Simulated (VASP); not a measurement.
A run of VASP 6.6.1:

INCAR

```
SYSTEM = MgRh16
PREC     = Accurate       ! precision mode
ENCUT    = 520            ! plane-wave cutoff, eV
EDIFF    = 1E-6           ! SCF threshold, eV
ISMEAR   = -1             ! smearing method
SIGMA    = 0.05           ! smearing width, eV
LREAL    = Auto         
LASPH    = .TRUE.         ! aspherical terms in the spheres
NELM     = 80             ! most SCF steps
ALGO     = Normal         ! electronic algorithm
ISIF     = 2              ! what is computed and relaxed
LWAVE    = .FALSE.        ! write WAVECAR
LCHARG   = .TRUE.         ! write CHGCAR
GGA      = PE             ! functional
IVDW     = 12             ! dispersion correction
LELF     = .TRUE.         ! ELF
LVHAR    = .TRUE.       
NBANDS   = 135            ! bands
LUSENCCL = .FALSE.
```

KPOINTS

```
Automatic mesh
0
G
  2 3 1
  0 0 0
```

Contents of POSCAR:

```
MgRh16
1.0
    7.6000000000      0.0000000000      0.0000000000
    0.0000000000      5.3740120000      0.0000000000
    0.0000000000      0.0000000000     17.0305090000
Rh Mg
16 1
Direct
    0.2500000000      0.2500000000      0.0587182098
    0.7500000000      0.2500000000      0.0587182098
    0.2500000000      0.7500000000      0.0587182098
    0.7500000000      0.7500000000      0.0587182098
   -0.0015289474      0.0023775533      0.1276754559
    0.5015278947      0.0023796002      0.1276994129
   -0.0018622368      0.5005522876      0.1292360082
    0.5018601316      0.5005504268      0.1292157504
    0.2500001316      0.2625394212      0.2103580697
    0.7499982895      0.2531120139      0.2174212761
    0.2500003947      0.7492374412      0.2133289146
    0.7500007895      0.7517847001      0.2117959598
    0.0135344737      0.0093654424      0.2831241861
    0.4864578947      0.0093650703      0.2831395116
    0.0012202632      0.5059698415      0.2864114044
    0.4987701316      0.5059690972      0.2864081162
    0.7500050000      0.8724623242      0.3662393766
```

Potentials or basis: VASP PAW PBE potentials, release 64 (Rh_pv, Mg).

Run with:

```sh
$ cat potpaw_PBE.64/Rh_pv/POTCAR potpaw_PBE.64/Mg/POTCAR > POTCAR
$ mpirun -np 1 vasp_std > vasp.out
```

Hardware: 1 × NVIDIA H100 80GB with 1 thread of AMD EPYC 7R13 Processor (Zen 3) (shared host).

Question: How long does it take, and how much memory?

Answer: Run time: 91 s on 1 × NVIDIA H100 80GB with 1 thread of AMD EPYC 7R13 Processor (Zen 3), on a shared host, peak memory 1.6 GiB. Counts: scf iterations 38, k points 4.
